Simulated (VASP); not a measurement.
# AlGa2P3 (an interface model) in VASP: a series of runs, part 2 of 2

VASP 6.6.1.

## Step 3: Single point, LDA

File INCAR:

```
PREC     = Accurate       # precision mode
ENCUT    = 520            # plane-wave cutoff, eV
EDIFF    = 1E-6           # SCF threshold, eV
ISMEAR   = -1             # smearing method
SIGMA    = 0.05           # smearing width, eV
LREAL    = F              # projectors in reciprocal space
LASPH    = T              # aspherical terms in the spheres
NELM     = 80             # most SCF steps
ALGO     = Normal         # electronic algorithm
ISIF     = 2              # what is computed and relaxed
LWAVE    = F              # write WAVECAR
LCHARG   = F              # write CHGCAR
GGA      = CA             # functional
NBANDS   = 56             # bands
```

File KPOINTS:

```
regular mesh
0
Gamma
  4 3 1
```

File POSCAR:

```
AlGa2P3
1.0
    2.7192440000     -2.7192440000      0.0000000000
    0.0000000000      0.0000000000      5.4384880000
   -8.1853050000     -8.1853050000      0.0000000000
Al Ga P
2 4 6
Direct
    0.9894410000      0.9973680000      0.6653230000
    0.5069280000      0.4965370000      0.8292280000
    0.9880710000      0.9942000000      0.0009220000
    0.9998180000      0.9988250000      0.3358230000
    0.4978470000      0.4955900000      0.4988550000
    0.5013480000      0.4990970000      0.1670980000
    0.9999430000      0.2467800000      0.5008160000
    0.9973350000      0.2446360000      0.8333190000
    0.0013290000      0.2507920000      0.1656250000
    0.4996180000      0.7490600000      0.3321280000
    0.4967290000      0.7516280000      0.6665190000
    0.5051050000      0.7489230000      0.0007930000
```

Potentials or basis: VASP PAW LDA potentials, release 64 (Al, Ga_d, P).

Launch:

```
$ cat potpaw_LDA.64/Al/POTCAR potpaw_LDA.64/Ga_d/POTCAR potpaw_LDA.64/P/POTCAR > POTCAR
$ mpirun -np 1 vasp_std > vasp.out
```

It took 81 s on 1 thread of AMD EPYC 7R13 (Zen 3), shared host; peak memory 0.26 GiB.

It converged, with:

```yaml
Free_energy: -63.8992 eV
Pressure: -1.3 GPa
Largest_force: 0.725 eV/Å
Band_gap_on_the_k_mesh: 1.34 eV
```

Forces in eV/Å, atoms in the order of the input:
```
Al   0.051 -0.368  0.097
Al  -0.592 -0.149  0.048
Ga   0.419 -0.445  0.249
Ga   0.285  0.282  0.057
Ga   0.050 -0.062  0.240
Ga   0.104  0.076 -0.026
P    0.040  0.161  0.136
P    0.212 -0.198  0.018
P   -0.211 -0.173 -0.195
P   -0.186 -0.173 -0.045
P    0.099  0.451 -0.273
P   -0.273  0.598 -0.306
```

Stress tensor (GPa, compression positive):
```
-0.79  0.21  0.35
 0.21 -0.77 -0.15
 0.35 -0.15 -2.44
```

Levels at points of the mesh, in eV from the valence-band top:
```
           k point  band 42  band 43  band 44  band 45  band 46  band 47
(0.00, 0.00, 0.00)    -0.08    -0.03     0.00     1.34     1.77     2.01
(0.50, 0.00, 0.00)    -2.54    -1.17    -1.12     1.84     1.85     2.11
```

Caveat: the k points lie up to 0.54 Å⁻¹ apart.

## Step 4: Single point, PBEsol

File INCAR:

```
SYSTEM = AlGa2P3
  PREC = Accurate
  ENCUT = 520
  EDIFF = 1E-6
  ISMEAR = 1
  SIGMA = 0.05
  LREAL = .False.
  LASPH = .True.
  NELM = 100
  ALGO = Normal
  ISIF = 2
  LWAVE = .False.
  LCHARG = .True.
  GGA = PS
  LELF = .True.
  LVHAR = .True.
  NBANDS = 56
```

File KPOINTS:

```
Automatic mesh
0
Gamma
  4 3 1
  0 0 0
```

POSCAR is that of step 3.

Potentials or basis: VASP PAW PBE potentials, release 64 (Al, Ga_d, P).

Launch:

```
$ cat potpaw_PBE.64/Al/POTCAR potpaw_PBE.64/Ga_d/POTCAR potpaw_PBE.64/P/POTCAR > POTCAR
$ mpirun -np 1 vasp_std > vasp.out
```

OUTCAR:

```text
SYSTEM = AlGa2P3
   PREC = Accurate
   ENCUT = 520
   EDIFF = 1E-6
   ISMEAR = 1
   LREAL = .False.
   LASPH = .True.
   NELM = 100
   ISIF = 2
   GGA = PS

 ion  position               nearest neighbor table
   1  0.989  0.997  0.665-  11 2.32   7 2.34   8 2.36  11 2.36
   2  0.507  0.497  0.829-   8 2.33  11 2.34   8 2.39  12 2.41
   3  0.988  0.994  0.001-  12 2.29   9 2.36   8 2.37  12 2.39
   4  1.000  0.999  0.336-   7 2.34  10 2.35  10 2.36   9 2.40
   5  0.498  0.496  0.499-   7 2.34   7 2.36  10 2.37  11 2.39
   6  0.501  0.499  0.167-  10 2.34   9 2.35   9 2.35  12 2.36
   7  1.000  0.247  0.501-   4 2.34   1 2.34   5 2.34   5 2.36
   8  0.997  0.245  0.833-   2 2.33   1 2.36   3 2.37   2 2.39
   9  0.001  0.251  0.166-   6 2.35   6 2.35   3 2.36   4 2.40
  10  0.500  0.749  0.332-   6 2.34   4 2.35   4 2.36   5 2.37
[... 624 lines left out ...]
  volume of cell :      242.10
      direct lattice vectors                 reciprocal lattice vectors
     2.719244000 -2.719244000  0.000000000     0.183874636 -0.183874636  0.000000000
     0.000000000  0.000000000  5.438488000     0.000000000  0.000000000  0.183874636
    -8.185305000 -8.185305000  0.000000000    -0.061085079 -0.061085079  0.000000000

 POSITION                                       TOTAL-FORCE (eV/Angst)
 -----------------------------------------------------------------------------------
     -2.75534     -8.13640      5.42417         0.050047     -0.376001      0.104898
     -5.40902     -8.16595      2.70041        -0.603205     -0.143066      0.058000
      2.67926     -2.69435      5.40694         0.428370     -0.448440      0.256035
     -0.03006     -5.46756      5.43210         0.286037      0.289369      0.065347
     -2.72951     -5.43705      2.69526         0.047469     -0.064466      0.248250
     -0.00446     -2.73104      2.71433         0.101422      0.081618     -0.022386
     -1.38024     -6.81842      1.34211         0.032058      0.148990      0.130439
     -4.10897     -9.53297      1.33045         0.227536     -0.207010      0.019683
     -1.35208     -1.35931      1.36393        -0.207698     -0.181727     -0.207800
     -1.35999     -4.07715      4.07375        -0.184343     -0.178111     -0.049491
     -4.10493     -6.80639      4.08772         0.089135      0.454323     -0.271591
      1.36701     -1.37999      4.07301        -0.266829      0.624521     -0.331382
 -----------------------------------------------------------------------------------
    total drift:                                0.000285      0.000273      0.001675

  FREE ENERGIE OF THE ION-ELECTRON SYSTEM (eV)
  ---------------------------------------------------
  free  energy   TOTEN  =       -60.9808940646 eV

  energy  without entropy=      -60.9814811601  energy(sigma->0) =      -60.98108976
```

Run time: 96 s. Hardware: 1 thread of AMD EPYC 7R13 (Zen 3), shared host; peak memory 0.31 GiB.

Results:

* Free energy: -60.9809 eV
* Pressure: 0.6 GPa
* Largest force: 0.756 eV/Å
* Band gap on the k mesh: 1.36 eV

Forces on the atoms (eV/Å):
```
Al   0.050 -0.376  0.105
Al  -0.603 -0.143  0.058
Ga   0.428 -0.448  0.256
Ga   0.286  0.289  0.065
Ga   0.047 -0.064  0.248
Ga   0.101  0.082 -0.022
P    0.032  0.149  0.130
P    0.228 -0.207  0.020
P   -0.208 -0.182 -0.208
P   -0.184 -0.178 -0.049
P    0.089  0.454 -0.272
P   -0.267  0.625 -0.331
```

Levels at points of the mesh, in eV from the valence-band top:
```tsv
k point	band 40	band 41	band 42	band 43	band 44	band 45	band 46	band 47	band 48	band 49
(0.00, 0.00, 0.00)	-0.59	-0.50	-0.08	-0.03	0.00	1.36	1.81	2.11	2.44	2.48
(0.50, 0.00, 0.00)	-2.63	-2.56	-2.54	-1.17	-1.12	1.85	1.87	2.14	2.18	2.45
```

Caveat: the k points lie up to 0.54 Å⁻¹ apart; the PAW data sets were made with another functional, which shifts forces and pressure a little.

## Step 5: Single point, PBEsol

File INCAR:

```
ALGO = Normal
EDIFF = 1E-6
ENCUT = 520
GGA = PS
ISIF = 2
ISMEAR = -1
LASPH = T
LCHARG = F
LREAL = F
LWAVE = F
NBANDS = 56
NELM = 100
PREC = Accurate
SIGMA = 0.05
```

File KPOINTS:

```
k-points
0
Gamma
  4 3 1
```

POSCAR is that of step 4.

Launch:

```
$ cat potpaw_PBE.64/Al/POTCAR potpaw_PBE.64/Ga_d/POTCAR potpaw_PBE.64/P/POTCAR > POTCAR
$ mpirun -np 1 vasp_std > vasp.out
```

Run time: 94 s. Hardware: 1 thread of AMD EPYC 7R13 (Zen 3), shared host; peak memory 0.31 GiB.

It converged, with:

* Free energy: -60.9813 eV
* Pressure: 0.6 GPa
* Largest force: 0.757 eV/Å
* Band gap on the k mesh: 1.35 eV

Forces on the atoms (eV/Å):
```
Al   0.050 -0.378  0.103
Al  -0.603 -0.146  0.055
Ga   0.431 -0.452  0.251
Ga   0.289  0.287  0.060
Ga   0.049 -0.066  0.245
Ga   0.104  0.078 -0.029
P    0.030  0.151  0.134
P    0.227 -0.205  0.022
P   -0.211 -0.178 -0.202
P   -0.187 -0.175 -0.044
P    0.089  0.456 -0.269
P   -0.268  0.628 -0.327
```

Stress tensor (GPa, compression positive):
```
 1.16  0.18  0.37
 0.18  1.19 -0.16
 0.37 -0.16 -0.48
```

Levels at points of the mesh, in eV from the valence-band top:
```tsv
k point	band 40	band 41	band 42	band 43	band 44	band 45	band 46	band 47	band 48	band 49
(0.00, 0.00, 0.00)	-0.60	-0.50	-0.08	-0.03	0.00	1.35	1.81	2.11	2.44	2.48
(0.50, 0.00, 0.00)	-2.63	-2.56	-2.54	-1.18	-1.12	1.85	1.87	2.14	2.18	2.45
```

Caveat: the k points lie up to 0.54 Å⁻¹ apart; the PAW data sets were made with another functional, which shifts forces and pressure a little.

## Step 6: Single point, RPBE

File INCAR:

```
SYSTEM = AlGa2P3
PREC = Accurate
ENCUT = 520
EDIFF = 1E-6
ISMEAR = 0
SIGMA = 0.05
LREAL = .False.
LASPH = .True.
NELM = 80
ALGO = Normal
ISIF = 2
LWAVE = .False.
LCHARG = .True.
GGA = RP
LELF = .True.
LVHAR = .True.
NBANDS = 56
NELECT = 86.0
```

File KPOINTS:

```
regular mesh
0
Gamma
  4 3 1
  0 0 0
```

POSCAR is that of step 5.

Potentials or basis: VASP PAW PBE potentials, release 64 (Al, Ga_d, P).

Launch:

```
$ cat potpaw_PBE.64/Al/POTCAR potpaw_PBE.64/Ga_d/POTCAR potpaw_PBE.64/P/POTCAR > POTCAR
$ mpirun -np 1 vasp_std > vasp.out
```

It took 1.7 min on 1 thread of AMD EPYC 7R13 (Zen 3), shared host; peak memory 0.31 GiB.

Results (log left out):

```yaml
Free_energy: -61.3475 eV
Largest_force: 0.692 eV/Å
```

Forces in eV/Å, atoms in the order of the input:
```
Al   0.014 -0.337  0.098
Al  -0.519  0.016  0.125
Ga   0.415 -0.246  0.419
Ga   0.168  0.234  0.143
Ga  -0.100 -0.082  0.320
Ga   0.017  0.127  0.085
P    0.145  0.129  0.084
P    0.179 -0.348 -0.106
P   -0.109 -0.220 -0.279
P   -0.063 -0.126 -0.080
P    0.074  0.383 -0.351
P   -0.220  0.470 -0.458
```

Levels at points of the mesh, in eV from the Fermi level:
```
           k point  band 41  band 42  band 43  band 44  band 45  band 46
(0.00, 0.00, 0.00)     0.26     0.68     0.73     0.74     2.67     2.97
(0.50, 0.00, 0.00)    -1.65    -1.62    -0.35    -0.30     3.09     3.10
```

Caveat: the k points lie up to 0.54 Å⁻¹ apart, too coarse for converged energies and pressures of a metal; the cell carries a net charge on a neutralising background, which shifts energy and pressure; the cell is charged against a uniform background, so pressure and absolute levels hang on convention; the PAW data sets were made with another functional, which shifts forces and pressure a little.

## Step 7: Summary

| level | potentials or basis | smearing | gap on the mesh (eV) | pressure (GPa) | largest force (eV/Å) |
| --- | --- | --- | --- | --- | --- |
| PBEsol | VASP PAW PBE potentials, release 64 (Al, Ga_d, P) | fermi-dirac 0.05 eV | 1.35 | 0.6 | 0.76 |
| LDA | VASP PAW LDA potentials, release 64 (Al, Ga_d, P) | fermi-dirac 0.05 eV | 1.34 | -1.3 | 0.73 |
| PBEsol | VASP PAW PBE potentials, release 64 (Al, Ga_d, P) | methfessel-paxton 0.05 eV | 1.36 | 0.6 | 0.76 |

Alike in all rows: task single point; no spin polarisation; cell as given; k mesh 4 × 3 × 1; cutoff (eV) 520.

Caveats: all runs use coarse meshes; the PAW data sets were made with another functional, which shifts forces and pressure a little (at least some runs).

Absolute energies hang on the potentials; compare differences alone.
